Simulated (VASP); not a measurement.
# Li2O (Fm-3m) in VASP: further runs

The runs below take Li2O through single point, with PBEsol, r2SCAN.

Program: VASP 6.6.1. These are calculated values, not measurements. Logs are shortened: lines on timing, memory, paths and dates and some standing lists are left out, and cuts for length are marked.

## 1. The cell of the first run

It takes space group Fm-3m (No. 225, cubic). Conventional cell: a = 4.573 Å, b = 4.573 Å, c = 4.573 Å, α = 90.00°, β = 90.00°, γ = 90.00°. Li (site symmetry -43m) has 4 O at 1.98 Å and 6 Li at 2.29 Å within 2.6 Å. O (site symmetry m-3m) has 8 Li at 1.98 Å within 2.6 Å.

## 2. Single point, PBEsol

File INCAR:

```
SYSTEM = Li2O
PREC = Accurate ; ENCUT = 750
EDIFF = 1E-6 ; ISMEAR = 0
SIGMA = 0.01 ; LREAL = .FALSE.
LASPH = .TRUE. ; NELM = 120
ALGO = Normal ; ISIF = 2
LWAVE = .FALSE. ; LCHARG = .TRUE.
GGA = PS ; LELF = .TRUE.
LVHAR = .TRUE. ; NBANDS = 13
GGA_COMPAT = .FALSE.
```

File KPOINTS:

```
regular mesh
0
G
  8 8 8
  0 0 0
```

File POSCAR:

```
Li2O
1.0
    0.0000000000      2.2863690217      2.2863690217
    2.2863690217      0.0000000000      2.2863690217
    2.2863690217      2.2863690217      0.0000000000
Li O
2 1
Direct
    0.2500000000      0.2500000000      0.2500000000
    0.7500000000      0.7500000000      0.7500000000
    0.0000000000      0.0000000000      0.0000000000
```

Potentials or basis: VASP PAW PBE potentials, release 64 (Li_sv, O).

Started as:

```sh
$ cat potpaw_PBE.64/Li_sv/POTCAR potpaw_PBE.64/O/POTCAR > POTCAR
$ mpirun -np 1 vasp_std > vasp.out
```

OUTCAR:

```text
SYSTEM = Li2O
   PREC = Accurate
   ENCUT = 750
   EDIFF = 1E-6
   ISMEAR = 0
   LREAL = .FALSE.
   LASPH = .TRUE.
   NELM = 120
   ISIF = 2
   GGA = PS

 ion  position               nearest neighbor table
   1  0.250  0.250  0.250-   3 1.98   3 1.98   3 1.98   3 1.98   2 2.29   2 2.29   2 2.29   2 2.29
                             2 2.29   2 2.29
   2  0.750  0.750  0.750-   3 1.98   3 1.98   3 1.98   3 1.98   1 2.29   1 2.29   1 2.29   1 2.29
                             1 2.29   1 2.29
   3  0.000  0.000  0.000-   2 1.98   2 1.98   2 1.98   1 1.98   1 1.98   1 1.98   2 1.98   1 1.98

  LATTYP: Found a face centered cubic cell.
 ALAT       =     4.5727380434

  Lattice vectors:

 A1 = (   0.0000000000,   2.2863690217,   2.2863690217)
 A2 = (   2.2863690217,   0.0000000000,   2.2863690217)
 A3 = (   2.2863690217,   2.2863690217,   0.0000000000)

Analysis of symmetry for initial positions (statically):
=====================================================================
 Subroutine PRICEL returns:
 Original cell was already a primitive cell.

 Routine SETGRP: Setting up the symmetry group for a
 face centered cubic supercell.

 Subroutine GETGRP returns: Found 48 space group operations
 (whereof 48 operations were pure point group operations)
 out of a pool of 48 trial point group operations.

The static configuration has the point symmetry O_h .

Analysis of symmetry for dynamics (positions and initial velocities):
=====================================================================
 Subroutine PRICEL returns:
 Original cell was already a primitive cell.

 Routine SETGRP: Setting up the symmetry group for a
 face centered cubic supercell.

 Subroutine GETGRP returns: Found 48 space group operations
 (whereof 48 operations were pure point group operations)
 out of a pool of 48 trial point group operations.

The dynamic configuration has the point symmetry O_h .

 Subroutine INISYM returns: Found 48 space group operations
 (whereof 48 operations are pure point group operations),
 and found     1 'primitive' translations

----------------------------------------------------------------------------------------

                                     Primitive cell

  volume of cell :      23.9039

  direct lattice vectors                    reciprocal lattice vectors
     0.000000000  2.286369022  2.286369022    -0.218687358  0.218687358  0.218687358
     2.286369022  0.000000000  2.286369022     0.218687358 -0.218687358  0.218687358
     2.286369022  2.286369022  0.000000000     0.218687358  0.218687358 -0.218687358

[... 99 lines left out ...]
   EFERMI =   0.00;   METHOD = LEGACY
   ISMEAR =     0;   SIGMA  =   0.01  broadening in eV -4-tet -1-fermi 0-gaus
   EFERMI_NEDOS =   21; number of points for ismear=-14 and -15
   IALGO  =     38    algorithm
   IMIX   =      4    mixing-type and parameters
     AMIX     =   0.40;   BMIX     =  1.00
     AMIX_MAG =   1.60;   BMIX_MAG =  1.00
  volume/ion in A,a.u.               =       7.97        53.77
  Fermi-wavevector in a.u.,A,eV,Ry     =   1.301105  2.458731 23.032942  1.692874
  Thomas-Fermi vector in A             =   2.432260
   LORBIT       =      0    0 simple, 1 ext, 2 COOP (PROOUT), +10 PAW based schemes
   GGA     = PS    functional components
   LHFCALC =     F    Hartree Fock is set to
   AEXX    =    0.0000 exact exchange contribution
   IVDW    =     0    specifies the selected vdW correction
   LEPSILON=     F    determine dielectric tensor
   LRPA    =     F    only Hartree local field effects (RPA)
 non-spin polarized calculation
 Gauss-broadening in eV      SIGMA  =   0.01
  energy-cutoff  :      750.00
  volume of cell :       23.90
 maximum number of plane-waves:      1139
 NGX is ok and might be reduce to    30
   NGX = 15   NGY = 15   NGZ = 15

 number of electron      12.0000003 magnetization

 Free energy of the ion-electron system (eV)
  ---------------------------------------------------
  ext. energy  EPLUGINS =         0.00000000
  ---------------------------------------------------
  free energy    TOTEN  =       -14.75637800 eV

  energy without entropy =      -14.75637800  energy(sigma->0) =      -14.75637800

 E-fermi :   1.5321     XC(G=0): -10.0532

 val. band max:        1.3836146292   @ k =   0.0000   0.0000   0.0000
 cond. band min:       6.2628776635   @ k =   0.5000   0.5000   0.0000
 fundamental gap:      4.8792630344
 Fermi energy:         1.5321330800

 k-point     1 :       0.0000    0.0000    0.0000
  band No.  band energies     occupation
      1     -40.8295      2.00000
      2     -40.4438      2.00000
      3     -14.0199      2.00000
      4       1.3836      2.00000
      5       1.3836      2.00000
      6       1.3836      2.00000
      7       6.7639      0.00000
      8      13.3577      0.00000
      9      13.3577      0.00000
     10      13.3577      0.00000
     11      20.5334      0.00000
     12      20.5334      0.00000
     13      20.5334      0.00000
[... 354 lines left out ...]
  band No.  band energies     occupation
      1     -40.6177      2.00000
      2     -40.6170      2.00000
      3     -13.7602      2.00000
      4      -1.1829      2.00000
      5       0.3397      2.00000
      6       0.5357      2.00000
      7       9.3388      0.00000
      8      11.8044      0.00000
      9      14.5627      0.00000
     10      14.9684      0.00000
     11      19.1390      0.00000
     12      19.4746      0.00000
     13      24.6945      0.00000

 [... further k-points ...]

------------------------ aborting loop because EDIFF is reached ----------------------------------------

  FORCE on cell =-STRESS in cart. coord.  units (eV):
  Direction    XX          YY          ZZ          XY          YZ          ZX
  --------------------------------------------------------------------------------------
  -------------------------------------------------------------------------------------
  Total        0.0755416      0.0755416      0.0755416     -0.0000000     -0.0000000      0.0000000
  in kB        5.0632333      5.0632333      5.0632333     -0.0000000     -0.0000000      0.0000000
  external PRESSURE =       5.0632333 kB  Pullay stress =       0.0000000 kB

 VOLUME and BASIS-vectors are now :
 -----------------------------------------------------------------------------
  energy-cutoff  :      750.00
  volume of cell :       23.90
      direct lattice vectors                 reciprocal lattice vectors
     0.000000000  2.286369022  2.286369022    -0.218687358  0.218687358  0.218687358
     2.286369022  0.000000000  2.286369022     0.218687358 -0.218687358  0.218687358
     2.286369022  2.286369022  0.000000000     0.218687358  0.218687358 -0.218687358

 POSITION                                       TOTAL-FORCE (eV/Angst)
 -----------------------------------------------------------------------------------
      1.14318      1.14318      1.14318         0.000000      0.000000      0.000000
      3.42955      3.42955      3.42955        -0.000000     -0.000000     -0.000000
      0.00000      0.00000      0.00000        -0.000000     -0.000000     -0.000000
 -----------------------------------------------------------------------------------
    total drift:                                0.000000     -0.000000      0.000000

  FREE ENERGIE OF THE ION-ELECTRON SYSTEM (eV)
  ---------------------------------------------------
  free  energy   TOTEN  =       -14.7563780030 eV

  energy  without entropy=      -14.7563780030  energy(sigma->0) =      -14.75637800
```

OSZICAR:

```text
N       E                     dE             d eps       ncg     rms          rms(c)
DAV:   1     0.574249859316E+02    0.57425E+02   -0.71325E+03   754   0.128E+03
DAV:   2    -0.102888538704E+02   -0.67714E+02   -0.63911E+02   924   0.261E+02
DAV:   3    -0.162749340967E+02   -0.59861E+01   -0.59311E+01  1347   0.588E+01
DAV:   4    -0.163718364129E+02   -0.96902E-01   -0.96895E-01   856   0.860E+00
DAV:   5    -0.163726559060E+02   -0.81949E-03   -0.81949E-03  1086   0.603E-01    0.701E+00
DAV:   6    -0.148086836196E+02    0.15640E+01   -0.72658E+00   809   0.143E+01    0.275E+00
DAV:   7    -0.147688426750E+02    0.39841E-01   -0.17160E-01   929   0.297E+00    0.147E+00
DAV:   8    -0.147578739918E+02    0.10969E-01   -0.68478E-02   774   0.250E+00    0.403E-01
DAV:   9    -0.147561433761E+02    0.17306E-02   -0.59539E-03   993   0.647E-01    0.115E-01
DAV:  10    -0.147563960280E+02   -0.25265E-03   -0.52145E-04   859   0.200E-01    0.438E-02
DAV:  11    -0.147563776685E+02    0.18359E-04   -0.43672E-05   984   0.717E-02    0.110E-02
DAV:  12    -0.147563780030E+02   -0.33451E-06   -0.50141E-06   943   0.251E-02
   1 F= -.14756378E+02 E0= -.14756378E+02  d E =-.528723-100
```

stdout:

```text
POSCAR found type information on POSCAR LiO
 POSCAR found :  2 types and       3 ions
 scaLAPACK will be used
 -----------------------------------------------------------------------------
|                                                                             |
|                                                                             |
|     You enforced a specific xc type in the INCAR file but a different       |
|     I HOPE YOU KNOW WHAT YOU ARE DOING!                                     |
|                                                                             |
 -----------------------------------------------------------------------------

 LDA part: xc-table for (Slater+PW92), standard interpolation
 POSCAR, INCAR and KPOINTS ok, starting setup
 FFT: planning ... GRIDC
 FFT: planning ... GRID_SOFT
 FFT: planning ... GRID
 WAVECAR not read
 entering main loop
```

Wall time 31 s (1 thread of Intel Xeon 8259CL, shared host); peak memory 0.16 GiB.

What came out:

| Item | Value |
| --- | --- |
| Free energy | -14.7564 eV |
| Pressure | 0.5 GPa |
| Band gap on the k mesh | 4.88 eV, indirect (least direct gap 5.38 eV) |

Caveat: the PAW data sets were made with another functional, which shifts forces and pressure a little. A k mesh can miss the band edges.

## 3. Single point, r2SCAN

POSCAR is that of step 2.

File INCAR.step1:

```
SYSTEM = Li2O
PREC = Accurate ; ENCUT = 830
ISMEAR = 0 ; SIGMA = 0.01
LREAL = .False. ; LASPH = .True.
NELM = 120 ; NBANDS = 13
GGA = PE ; ALGO = Normal
EDIFF = 1E-5 ; LWAVE = .True.
LCHARG = .False. ; GGA_COMPAT = .False.
```

File INCAR.step2:

```
SYSTEM = Li2O
PREC = Accurate ; ENCUT = 830
EDIFF = 1E-6 ; ISMEAR = 0
SIGMA = 0.01 ; LREAL = .False.
LASPH = .True. ; NELM = 120
ALGO = Normal ; ISIF = 2
LWAVE = .False. ; LCHARG = .False.
METAGGA = R2SCAN ; LMIXTAU = .True.
NBANDS = 13 ; ISTART = 1
GGA_COMPAT = .False.
```

File KPOINTS:

```
Automatic mesh
0
Gamma
  8 8 8
  0 0 0
```

Potentials or basis: VASP PAW PBE potentials, release 64 (Li_sv, O).

Started as:

```sh
$ cat potpaw_PBE.64/Li_sv/POTCAR potpaw_PBE.64/O/POTCAR > POTCAR
$ cp INCAR.step1 INCAR
$ mpirun -np 1 vasp_std > vasp.out
$ cp INCAR.step2 INCAR
$ mpirun -np 1 vasp_std > vasp.out
```

OUTCAR:

```text
SYSTEM = Li2O
   PREC = Accurate
   ENCUT = 830
   EDIFF = 1E-6
   ISMEAR = 0
   LREAL = .False.
   LASPH = .True.
   NELM = 120
   ISIF = 2
   METAGGA = R2SCAN
   ISTART = 1

 ion  position               nearest neighbor table
   1  0.250  0.250  0.250-   3 1.98   3 1.98   3 1.98   3 1.98   2 2.29   2 2.29   2 2.29   2 2.29
                             2 2.29   2 2.29
   2  0.750  0.750  0.750-   3 1.98   3 1.98   3 1.98   3 1.98   1 2.29   1 2.29   1 2.29   1 2.29
                             1 2.29   1 2.29
   3  0.000  0.000  0.000-   2 1.98   2 1.98   2 1.98   1 1.98   1 1.98   1 1.98   2 1.98   1 1.98

  LATTYP: Found a face centered cubic cell.
 ALAT       =     4.5727380434

  Lattice vectors:

 A1 = (   0.0000000000,   2.2863690217,   2.2863690217)
 A2 = (   2.2863690217,   0.0000000000,   2.2863690217)
 A3 = (   2.2863690217,   2.2863690217,   0.0000000000)

Analysis of symmetry for initial positions (statically):
=====================================================================
 Subroutine PRICEL returns:
 Original cell was already a primitive cell.

 Routine SETGRP: Setting up the symmetry group for a
 face centered cubic supercell.

 Subroutine GETGRP returns: Found 48 space group operations
[... 186 lines left out ...]
     11      21.6401      0.00000
     12      21.6401      0.00000
     13      21.6401      0.00000
[... 354 lines left out ...]
  band No.  band energies     occupation
      1     -42.9585      2.00000
      2     -42.9577      2.00000
      3     -15.0928      2.00000
      4      -1.3847      2.00000
      5       0.0803      2.00000
      6       0.2675      2.00000
      7       9.9567      0.00000
      8      12.6644      0.00000
      9      15.5059      0.00000
     10      15.9732      0.00000
     11      20.4063      0.00000
     12      20.7832      0.00000
     13      26.1244      0.00000

 [... further k-points ...]

------------------------ aborting loop because EDIFF is reached ----------------------------------------

  FORCE on cell =-STRESS in cart. coord.  units (eV):
  Direction    XX          YY          ZZ          XY          YZ          ZX
  --------------------------------------------------------------------------------------
  -------------------------------------------------------------------------------------
  Total        0.0357302      0.0357302      0.0357302      0.0000000     -0.0000000      0.0000000
  in kB        2.3948463      2.3948463      2.3948463      0.0000000     -0.0000000      0.0000000
  external PRESSURE =       2.3948463 kB  Pullay stress =       0.0000000 kB

 VOLUME and BASIS-vectors are now :
 -----------------------------------------------------------------------------
  energy-cutoff  :      830.00
  volume of cell :       23.90
      direct lattice vectors                 reciprocal lattice vectors
     0.000000000  2.286369022  2.286369022    -0.218687358  0.218687358  0.218687358
     2.286369022  0.000000000  2.286369022     0.218687358 -0.218687358  0.218687358
     2.286369022  2.286369022  0.000000000     0.218687358  0.218687358 -0.218687358

 POSITION                                       TOTAL-FORCE (eV/Angst)
 -----------------------------------------------------------------------------------
      1.14318      1.14318      1.14318         0.000000      0.000000     -0.000000
      3.42955      3.42955      3.42955        -0.000000     -0.000000     -0.000000
      0.00000      0.00000      0.00000         0.000000      0.000000      0.000000
 -----------------------------------------------------------------------------------
    total drift:                                0.000000     -0.000000      0.000000

  FREE ENERGIE OF THE ION-ELECTRON SYSTEM (eV)
  ---------------------------------------------------
  free  energy   TOTEN  =       -16.8421730827 eV

  energy  without entropy=      -16.8421730827  energy(sigma->0) =      -16.84217308
```

OUTCAR.step1:

```text
SYSTEM = Li2O
   PREC = Accurate
   ENCUT = 830
   ISMEAR = 0
   LREAL = .False.
   LASPH = .True.
   NELM = 120
[... 609 lines left out ...]
      1.14318      1.14318      1.14318        -0.000000     -0.000000     -0.000000
      3.42955      3.42955      3.42955         0.000000      0.000000      0.000000
      0.00000      0.00000      0.00000         0.000000      0.000000      0.000000
 -----------------------------------------------------------------------------------
    total drift:                                0.000000     -0.000000      0.000000

  FREE ENERGIE OF THE ION-ELECTRON SYSTEM (eV)
  ---------------------------------------------------
  free  energy   TOTEN  =       -14.3491864605 eV

  energy  without entropy=      -14.3491864605  energy(sigma->0) =      -14.34918646
```

OSZICAR.step1:

```text
N       E                     dE             d eps       ncg     rms          rms(c)
DAV:   1     0.631617274373E+02    0.63162E+02   -0.77143E+03   754   0.137E+03
DAV:   2    -0.968819841041E+01   -0.72850E+02   -0.68597E+02   917   0.281E+02
DAV:   3    -0.159990863683E+02   -0.63109E+01   -0.62506E+01  1390   0.605E+01
DAV:   4    -0.161283616281E+02   -0.12928E+00   -0.12925E+00   876   0.848E+00
DAV:   5    -0.161293689735E+02   -0.10073E-02   -0.10073E-02  1028   0.666E-01    0.750E+00
DAV:   6    -0.143789263498E+02    0.17504E+01   -0.82157E+00   804   0.153E+01    0.278E+00
DAV:   7    -0.143508610339E+02    0.28065E-01   -0.17516E-01   937   0.299E+00    0.150E+00
DAV:   8    -0.143508489773E+02    0.12057E-04   -0.67238E-02   922   0.256E+00    0.439E-01
DAV:   9    -0.143488198520E+02    0.20291E-02   -0.60928E-03   922   0.653E-01    0.131E-01
DAV:  10    -0.143492065468E+02   -0.38669E-03   -0.86051E-04   874   0.227E-01    0.522E-02
DAV:  11    -0.143491845071E+02    0.22040E-04   -0.42861E-05   998   0.710E-02    0.129E-02
DAV:  12    -0.143491864605E+02   -0.19534E-05   -0.56931E-06   895   0.241E-02
   1 F= -.14349186E+02 E0= -.14349186E+02  d E =-.157234E-23
```

Run time: 2.6 min. Hardware: 1 thread of Intel Xeon 8259CL, shared host; peak memory 0.17 GiB.

What came out:

```yaml
Free_energy: -16.8422 eV
Pressure: 0.2 GPa
Band_gap_on_the_k_mesh: 5.73 eV, indirect (least direct gap 6.35 eV)
```

Levels at points of the mesh, in eV from the valence-band top:
| k point | band 3 | band 4 | band 5 | band 6 | band 7 | band 8 | band 9 | band 10 |
| --- | --- | --- | --- | --- | --- | --- | --- | --- |
| (0.00, 0.00, 0.00) | -16.42 | 0.00 | 0.00 | 0.00 | 6.35 | 13.29 | 13.29 | 13.29 |
| (0.50, 0.00, 0.00) | -16.21 | -2.79 | -0.46 | -0.46 | 10.29 | 11.19 | 13.23 | 13.23 |
| (0.50, 0.50, 0.00) | -16.17 | -1.58 | -1.43 | -1.43 | 5.73 | 15.05 | 15.05 | 16.46 |

Caveat: the PAW data sets were made with another functional, which shifts forces and pressure a little.
